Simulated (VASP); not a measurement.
# BN (F-43m) in VASP: notebook

BN is run at these levels: PBE; tasks: vibrations by perturbation theory, elastic constants.

Everything below comes from runs of VASP 6.6.1. Logs are shortened: lines on timing, memory, paths and dates and some standing lists are left out, and cuts for length are marked.

### Step 1. The cell of the first run

It takes space group F-43m (No. 216, cubic). The conventional cell has a = 3.625 Å, b = 3.625 Å, c = 3.625 Å, α = 90.00°, β = 90.00°, γ = 90.00°. Within 2.1 Å of B (site symmetry -43m) lie 4 N at 1.57 Å. N (site symmetry -43m) has 4 B at 1.57 Å within 2.1 Å.

### Step 2. Vibrations by perturbation theory, PBE

Contents of INCAR:

```
SYSTEM = BN
ALGO = Normal
EDIFF = 1E-8
ENCUT = 520
GGA = PE
IBRION = 8
ISIF = 2
ISMEAR = 0
LASPH = .TRUE.
LCHARG = .TRUE.
LEPSILON = .TRUE.
LREAL = .FALSE.
LWAVE = .FALSE.
NBANDS = 11
NELM = 80
NSW = 1
PREC = Accurate
SIGMA = 0.01
```

Contents of KPOINTS:

```
k-points
0
G
  12 12 12
  0 0 0
```

Contents of POSCAR:

```
BN
1.0
    0.0000000000      1.8123409538      1.8123409538
    1.8123409538      0.0000000000      1.8123409538
    1.8123409538      1.8123409538      0.0000000000
B N
1 1
Direct
    0.2500000000      0.2500000000      0.2500000000
    0.5000000000      0.5000000000      0.5000000000
```

Potentials or basis: VASP PAW PBE potentials, release 64 (B, N).

Command:

```bash
cat potpaw_PBE.64/B/POTCAR potpaw_PBE.64/N/POTCAR > POTCAR
mpirun -np 1 vasp_std > vasp.out
```

OUTCAR:

```text
SYSTEM = BN
   EDIFF = 1E-8
   ENCUT = 520
   GGA = PE
   IBRION = 8
   ISIF = 2
   ISMEAR = 0
   LASPH = .TRUE.
   LEPSILON = .TRUE.
   LREAL = .FALSE.
   NELM = 80
   NSW = 1
   PREC = Accurate

 ion  position               nearest neighbor table
   1  0.250  0.250  0.250-   2 1.57   2 1.57   2 1.57   2 1.57
   2  0.500  0.500  0.500-   1 1.57   1 1.57   1 1.57   1 1.57

  LATTYP: Found a face centered cubic cell.
 ALAT       =     3.6246819076

  Lattice vectors:

 A1 = (   0.0000000000,   1.8123409538,   1.8123409538)
 A2 = (   1.8123409538,   0.0000000000,   1.8123409538)
 A3 = (   1.8123409538,   1.8123409538,   0.0000000000)

Analysis of symmetry for initial positions (statically):
=====================================================================
 Subroutine PRICEL returns:
 Original cell was already a primitive cell.

 Routine SETGRP: Setting up the symmetry group for a
 face centered cubic supercell.

 Subroutine GETGRP returns: Found 24 space group operations
 (whereof 24 operations were pure point group operations)
 out of a pool of 48 trial point group operations.

The static configuration has the point symmetry T_d .

Analysis of symmetry for dynamics (positions and initial velocities):
=====================================================================
 Subroutine PRICEL returns:
 Original cell was already a primitive cell.

 Routine SETGRP: Setting up the symmetry group for a
 face centered cubic supercell.

 Subroutine GETGRP returns: Found 24 space group operations
 (whereof 24 operations were pure point group operations)
 out of a pool of 48 trial point group operations.

The dynamic configuration has the point symmetry T_d .

 Subroutine INISYM returns: Found 24 space group operations
 (whereof 24 operations are pure point group operations),
 and found     1 'primitive' translations

----------------------------------------------------------------------------------------

                                     Primitive cell

  volume of cell :      11.9056

  direct lattice vectors                    reciprocal lattice vectors
     0.000000000  1.812340954  1.812340954    -0.275886278  0.275886278  0.275886278
     1.812340954  0.000000000  1.812340954     0.275886278 -0.275886278  0.275886278
     1.812340954  1.812340954  0.000000000     0.275886278  0.275886278 -0.275886278

  length of vectors
     2.563037157  2.563037157  2.563037157     0.477849050  0.477849050  0.477849050

  position of ions in fractional coordinates (direct lattice)
     0.250000000  0.250000000  0.250000000
     0.500000000  0.500000000  0.500000000

  ion indices of the primitive-cell ions
   primitive index   ion index
                 1           1
                 2           2

----------------------------------------------------------------------------------------

 KPOINTS: k-points

Automatic generation of k-mesh.
 Grid dimensions read from file:
 generate k-points for:   12   12   12

 Generating k-lattice:

  Cartesian coordinates                     Fractional coordinates (reciprocal lattice)
[... 485 lines left out ...]
  ---------------------------------------------------
  ---------------------------------------------------
  free energy    TOTEN  =        -0.12866768 eV

  energy without entropy =       -0.12866768

------------------------ aborting loop because EDIFF is reached ----------------------------------------

--------------------------------------- Ionic step        2  -------------------------------------------

------------------------ aborting loop because EDIFF is reached ----------------------------------------

--------------------------------------- Ionic step        3  -------------------------------------------

------------------------ aborting loop because EDIFF is reached ----------------------------------------

 PIEZOELECTRIC TENSOR FIELD DIRECTION 3  (e Angst)
 -----------------------------------------------------------------------------
    -0.00032 -0.77126  0.00000           ( -0.00000 -0.00438  0.00000)
    -0.77126 -0.00032  0.00000           ( -0.00438 -0.00000  0.00000)
     0.00000  0.00000  0.00025           (  0.00000  0.00000 -0.00000)

 PIEZOELECTRIC TENSOR FIELD DIRECTION 3  (C/m^2)
 -----------------------------------------------------------------------------
    -0.00043 -1.03792  0.00000
    -1.03792 -0.00043  0.00000
     0.00000  0.00000  0.00033

--------------------------------------- Ionic step        4  -------------------------------------------

------------------------ aborting loop because EDIFF is reached ----------------------------------------

[... ionic steps 5 to 6 ...]

--------------------------------------- Ionic step        7  -------------------------------------------

 Free energy of the ion-electron system (eV)
  ---------------------------------------------------
  ---------------------------------------------------
  free energy    TOTEN  =        -0.23074784 eV

  energy without entropy =       -0.23074784

------------------------ aborting loop because EDIFF is reached ----------------------------------------

 INTERNAL STRAIN TENSOR  FOR ION    2  DIRECTION 1   (eV/Angst):
 -----------------------------------------------------------------------------
    -0.01435  0.00000  0.00000
     0.00000  0.00821 -1.46678
     0.00000 -1.46678  0.00821

 MACROSCOPIC STATIC DIELECTRIC TENSOR (including local field effects in DFT)
 ------------------------------------------------------
           4.614068    -0.000000    -0.000000
           0.000000     4.614068     0.000000
           0.000000     0.000000     4.614068
 ------------------------------------------------------

 PIEZOELECTRIC TENSOR (including local field effects)  for field in x, y, z        (e  Angst)
          XX          YY          ZZ          XY          YZ          ZX
  --------------------------------------------------------------------------------
  x    -0.00000    -0.00000    -0.00000     0.00000    -0.77158     0.00000
  y     0.00000    -0.00000     0.00000     0.00000     0.00000    -0.77158
  z    -0.00000     0.00000    -0.00000    -0.77158     0.00000     0.00000

 PIEZOELECTRIC TENSOR (including local field effects)  for field in x, y, z        (C/m^2)
          XX          YY          ZZ          XY          YZ          ZX
  --------------------------------------------------------------------------------
  x    -0.00000    -0.00000    -0.00000     0.00000    -1.03834     0.00000
  y     0.00000    -0.00000     0.00000     0.00000     0.00000    -1.03834
  z    -0.00000     0.00000    -0.00000    -1.03834     0.00000     0.00000

 BORN EFFECTIVE CHARGES (including local field effects) (in |e|, cummulative output)
 ---------------------------------------------------------------------------------
 ion    1
    1     1.91107     0.00000    -0.00000
    2     0.00000     1.91107     0.00000
    3     0.00000     0.00000     1.91107
 ion    2
    1    -1.91107     0.00000     0.00000
    2     0.00000    -1.91107     0.00000
    3     0.00000    -0.00000    -1.91107

 INTERNAL STRAIN TENSOR FOR ION    2 for displacements in x,y,z  (eV/Angst):
          X           Y           Z          XY          YZ          ZX
  --------------------------------------------------------------------------------
  x     0.00000     0.00000    -0.00000     0.00000    -1.46678     0.00000
  y     0.00000     0.00000    -0.00000     0.00000     0.00000    -1.46678
  z     0.00000    -0.00000     0.00000    -1.46678     0.00000     0.00000

 SECOND DERIVATIVES (NOT SYMMETRIZED)
 ------------------------------------
               1X          1Y          1Z          2X          2Y          2Z
  1X   -23.769093    0.000000    0.000000   23.769093    0.000000    0.000000
  1Y     0.000000  -23.769093    0.000000    0.000000   23.769093    0.000000
  1Z     0.000000    0.000000  -23.769093    0.000000    0.000000   23.769093
  2X    23.771321    0.000000    0.000000  -23.771321    0.000000    0.000000
  2Y     0.000000   23.771321    0.000000    0.000000  -23.771321    0.000000
  2Z     0.000000    0.000000   23.771321    0.000000    0.000000  -23.771321

 Eigenvectors and eigenvalues of the dynamical matrix
 ----------------------------------------------------

   1 f  =   30.859176 THz   193.893922 2PiTHz 1029.351316 cm-1   127.623240 meV
             X         Y         Z           dx          dy          dz
      0.906170  0.906170  0.906170    -0.000000   -0.751173    0.000000
      1.812341  1.812341  1.812341     0.000000    0.660106    0.000000
[... 21 lines left out ...]
   6 f/i=    0.000717 THz     0.004506 2PiTHz    0.023923 cm-1     0.002966 meV
             X         Y         Z           dx          dy          dz
      0.906170  0.906170  0.906170    -0.600024    0.243226   -0.128655
      1.812341  1.812341  1.812341    -0.682802    0.276781   -0.146403

--------------------------------------------------------------------------------------------------------

 MACROSCOPIC STATIC DIELECTRIC TENSOR IONIC CONTRIBUTION
 ------------------------------------------------------
           2.335267     0.000000     0.000000
           0.000000     2.335267    -0.000000
           0.000000    -0.000000     2.335267
 ------------------------------------------------------

 ELASTIC MODULI CONTR FROM IONIC RELAXATION (kBar)
 Direction    XX          YY          ZZ          XY          YZ          ZX
 --------------------------------------------------------------------------------
 XX          -0.0000     -0.0000      0.0000      0.0000      0.0000      0.0000
 YY          -0.0000     -0.0000      0.0000     -0.0000      0.0000      0.0000
 ZZ           0.0000      0.0000     -0.0000      0.0000     -0.0000     -0.0000
 XY           0.0000     -0.0000      0.0000    -10.7495     -0.0000     -0.0000
 YZ           0.0000      0.0000     -0.0000     -0.0000    -10.7495     -0.0000
 ZX           0.0000      0.0000     -0.0000     -0.0000     -0.0000    -10.7495
 --------------------------------------------------------------------------------

 PIEZOELECTRIC TENSOR IONIC CONTR  for field in x, y, z        (C/m^2)
          XX          YY          ZZ          XY          YZ          ZX
  --------------------------------------------------------------------------------
  x    -0.00000    -0.00000     0.00000     0.00000     0.14909     0.00000
  y    -0.00000    -0.00000     0.00000     0.00000     0.00000     0.14909
  z    -0.00000     0.00000    -0.00000     0.14909     0.00000    -0.00000
```

Wall time 4.9 min (1 thread of Intel Xeon 8259CL, shared host); peak memory 0.2 GiB.

What came out:

| Quantity | Value |
| --- | --- |
| Electronic dielectric tensor (diagonal) | 4.61 |
| Born charges (mean of the diagonal) | B +1.91; N -1.91 e |
| Highest phonon frequency at Γ, LO-TO splitting left out | 1029 cm⁻¹ |

Phonon frequencies in cm⁻¹ (negative: imaginary):
```tsv
q point	frequencies
(0.000, 0.000, 0.000)	0 0 0 1029 1029 1029
```

Electronic dielectric tensor:
```
4.61 0.00 0.00
0.00 4.61 0.00
0.00 0.00 4.61
```

Born effective charge tensors (e):
atom 1, B
```
1.91 0.00 0.00
0.00 1.91 0.00
0.00 0.00 1.91
```
atom 2, N
```
-1.91  0.00  0.00
 0.00 -1.91  0.00
 0.00  0.00 -1.91
```

### Step 3. Elastic constants, PBE

Contents of INCAR:

```
  PREC = Accurate
  ENCUT = 600
  EDIFF = 1E-8
  ISMEAR = 0
  SIGMA = 0.01
  LREAL = F
  LASPH = T
  NELM = 60
  ALGO = Normal
  ISIF = 3
  LWAVE = F
  LCHARG = F
  GGA = PE
  NBANDS = 11
  IBRION = 6
  NFREE = 2
  POTIM = 0.015
  NSW = 1
```

Contents of KPOINTS:

```
regular mesh
0
Gamma
  12 12 12
```

POSCAR is that of step 2.

Potentials or basis: VASP PAW PBE potentials, release 64 (B, N).

Command:

```bash
cat potpaw_PBE.64/B/POTCAR potpaw_PBE.64/N/POTCAR > POTCAR
mpirun -np 1 vasp_std > vasp.out
```

OUTCAR:

```text
PREC = Accurate
   ENCUT = 600
   EDIFF = 1E-8
   ISMEAR = 0
   LREAL = F
   LASPH = T
   NELM = 60
   ISIF = 3
   GGA = PE
   IBRION = 6
   NFREE = 2
   POTIM = 0.015
   NSW = 1

 ion  position               nearest neighbor table
   1  0.250  0.250  0.250-   2 1.57   2 1.57   2 1.57   2 1.57
   2  0.500  0.500  0.500-   1 1.57   1 1.57   1 1.57   1 1.57

  LATTYP: Found a face centered cubic cell.
 ALAT       =     3.6246819076

  Lattice vectors:

 A1 = (   0.0000000000,   1.8123409538,   1.8123409538)
 A2 = (   1.8123409538,   0.0000000000,   1.8123409538)
 A3 = (   1.8123409538,   1.8123409538,   0.0000000000)

Analysis of symmetry for initial positions (statically):
=====================================================================
 Subroutine PRICEL returns:
 Original cell was already a primitive cell.

 Routine SETGRP: Setting up the symmetry group for a
 face centered cubic supercell.

 Subroutine GETGRP returns: Found 24 space group operations
 (whereof 24 operations were pure point group operations)
 out of a pool of 48 trial point group operations.

The static configuration has the point symmetry T_d .

Analysis of symmetry for dynamics (positions and initial velocities):
=====================================================================
 Subroutine PRICEL returns:
 Original cell was already a primitive cell.

 Routine SETGRP: Setting up the symmetry group for a
 face centered cubic supercell.
[... 698 lines left out ...]
  in kB        0.0627292      0.3524543      0.3524543      0.0000000      2.9772574      0.0000000
  external PRESSURE =       0.2558793 kB  Pullay stress =       0.0000000 kB
[... 17 lines left out ...]
  FREE ENERGIE OF THE ION-ELECTRON SYSTEM (eV)
  ---------------------------------------------------
  free  energy   TOTEN  =       -17.4519545322 eV

  energy  without entropy=      -17.4519545322  energy(sigma->0) =      -17.45195453

 INTERNAL STRAIN TENSORS FROM STRAINED CELLS
 ============================================

 INTERNAL STRAIN TENSOR FOR ION    1 for displacements in x,y,z  (eV/Angst):
          X           Y           Z          XY          YZ          ZX
  --------------------------------------------------------------------------------
  x     0.00000     0.00000     0.00000     0.00000     1.47659    -0.00000
  y     0.00000     0.00000     0.00000     0.00000     0.00000     1.47685
  z     0.00000     0.00000    -0.00000     1.47627     0.00000     0.00000

 INTERNAL STRAIN TENSORS FROM DISPLACED ATOMS
 ============================================

 INTERNAL STRAIN TENSOR FOR ION    1 for displacements in x,y,z  (eV/Angst):
          X           Y           Z          XY          YZ          ZX
  --------------------------------------------------------------------------------
  x     0.00000    -0.00000    -0.00000     0.00000     1.47279     0.00000
  y     0.00000     0.00000     0.00000     0.00000     0.00000     1.47279
  z    -0.00000    -0.00000     0.00000     1.47279     0.00000     0.00000

 INTERNAL STRAIN TENSOR FOR ION    2 for displacements in x,y,z  (eV/Angst):
          X           Y           Z          XY          YZ          ZX
  --------------------------------------------------------------------------------
  x    -0.00000     0.00000     0.00000     0.00000    -1.47543     0.00000
  y    -0.00000    -0.00000    -0.00000     0.00000     0.00000    -1.47543
  z     0.00000     0.00000    -0.00000    -1.47543     0.00000     0.00000

 Eigenvectors and eigenvalues of the dynamical matrix
 ----------------------------------------------------

   1 f  =   30.861505 THz   193.908556 2PiTHz 1029.429007 cm-1   127.632873 meV
             X         Y         Z           dx          dy          dz
      0.906170  0.906170  0.906170    -0.751208   -0.000000    0.000000
      1.812341  1.812341  1.812341     0.660066   -0.000000    0.000000
[... 21 lines left out ...]
   6 f/i=    0.000915 THz     0.005751 2PiTHz    0.030529 cm-1     0.003785 meV
             X         Y         Z           dx          dy          dz
      0.906170  0.906170  0.906170    -0.548073    0.367402   -0.017863
      1.812341  1.812341  1.812341    -0.623751    0.418133   -0.020330

--------------------------------------------------------------------------------------------------------

 ELASTIC MODULI CONTR FROM IONIC RELAXATION (kBar)
 Direction    XX          YY          ZZ          XY          YZ          ZX
 --------------------------------------------------------------------------------
 XX          -0.0000      0.0000      0.0000      0.0000     -0.0000     -0.0000
 YY           0.0000     -0.0000     -0.0000      0.0000      0.0000     -0.0000
 ZZ           0.0000     -0.0000     -0.0000     -0.0000      0.0000     -0.0000
 XY           0.0000      0.0000     -0.0000    -12.3006      0.0000      0.0000
 YZ          -0.0000      0.0000      0.0000      0.0000    -12.3006      0.0000
 ZX          -0.0000     -0.0000     -0.0000      0.0000      0.0000    -12.3006
 --------------------------------------------------------------------------------

 TOTAL ELASTIC MODULI (kBar)
 Direction    XX          YY          ZZ          XY          YZ          ZX
 --------------------------------------------------------------------------------
 XX        7796.7765   1700.8354   1700.8354      0.0000      0.0000      0.0000
 YY        1700.8354   7796.7765   1700.8354      0.0000      0.0000      0.0000
 ZZ        1700.8354   1700.8354   7796.7765      0.0000      0.0000      0.0000
 XY           0.0000      0.0000      0.0000   4436.7186      0.0000      0.0000
 YZ           0.0000      0.0000      0.0000      0.0000   4436.7186      0.0000
 ZX           0.0000      0.0000      0.0000      0.0000      0.0000   4436.7186
 --------------------------------------------------------------------------------
```

OSZICAR:

```text
N       E                     dE             d eps       ncg     rms          rms(c)
DAV:   1     0.133432724168E+02    0.13343E+02   -0.51529E+03  1624   0.786E+02
DAV:   2    -0.177383131184E+02   -0.31082E+02   -0.29950E+02  1853   0.184E+02
DAV:   3    -0.184070011998E+02   -0.66869E+00   -0.66720E+00  1917   0.220E+01
[... 168 lines left out ...]
DAV:   3    -0.174519525924E+02    0.62428E-03   -0.20869E-03  6625   0.352E-01    0.358E-02
DAV:   4    -0.174519562408E+02   -0.36484E-05   -0.10699E-04  7096   0.101E-01    0.240E-02
DAV:   5    -0.174519545149E+02    0.17259E-05   -0.48785E-06  6784   0.190E-02    0.238E-03
DAV:   6    -0.174519545272E+02   -0.12305E-07   -0.35470E-07  7141   0.517E-03    0.142E-03
DAV:   7    -0.174519545322E+02   -0.50152E-08   -0.11917E-08  4829   0.995E-04
  17 F= -.17451955E+02 E0= -.17451955E+02  d E =-.232361-130
```

stdout:

```text
POSCAR found type information on POSCAR B N
 POSCAR found :  2 types and       2 ions
 scaLAPACK will be used
 LDA part: xc-table for (Slater+PW92), standard interpolation
 POSCAR, INCAR and KPOINTS ok, starting setup
 FFT: planning ... GRIDC
 FFT: planning ... GRID_SOFT
 FFT: planning ... GRID
 WAVECAR not read
 entering main loop
 Found     2 degrees of freedom:
 Adding 6 more for cell shape distortion
 Finite differences POTIM= 0.01500 DOF=   8
 bond charge predicted
 Finite differences progress:
 bond charge predicted
 Finite differences progress:
 bond charge predicted
 Finite differences progress:
 bond charge predicted
 Finite differences progress:
 bond charge predicted
 Finite differences progress:
 bond charge predicted
 Finite differences progress:
 bond charge predicted
 Finite differences progress:
 bond charge predicted
 Finite differences progress:
 bond charge predicted
 Finite differences progress:
 bond charge predicted
 Finite differences progress:
 bond charge predicted
 Finite differences progress:
 bond charge predicted
 Finite differences progress:
 bond charge predicted
 Finite differences progress:
 bond charge predicted
 Finite differences progress:
 bond charge predicted
 Finite differences progress:
 bond charge predicted
 Finite differences progress:
```

Run time: 10 min. Hardware: 1 thread of Intel Xeon 8259CL, shared host; peak memory 0.24 GiB.

Results:

| Property | Result |
| --- | --- |
| Elastic constants C11, C12, C44 | 780, 170, 444 GPa |
| Voigt bulk modulus | 373 GPa |
| Highest phonon frequency at Γ, LO-TO splitting left out | 1029 cm⁻¹ |

Phonon frequencies in cm⁻¹ (negative: imaginary):
```csv
q point,frequencies
"(0.000, 0.000, 0.000)",0 0 0 1029 1029 1029
```

Elastic tensor in Voigt notation (GPa, in the Cartesian axes of the cell as first typed):
```
780 170 170   0   0   0
170 780 170   0   0   0
170 170 780   0   0   0
  0   0   0 444   0   0
  0   0   0   0 444   0
  0   0   0   0   0 444
```

Clamped-ion elastic tensor (GPa):
```
780 170 170   0   0   0
170 780 170   0   0   0
170 170 780   0   0   0
  0   0   0 445   0   0
  0   0   0   0 445   0
  0   0   0   0   0 445
```
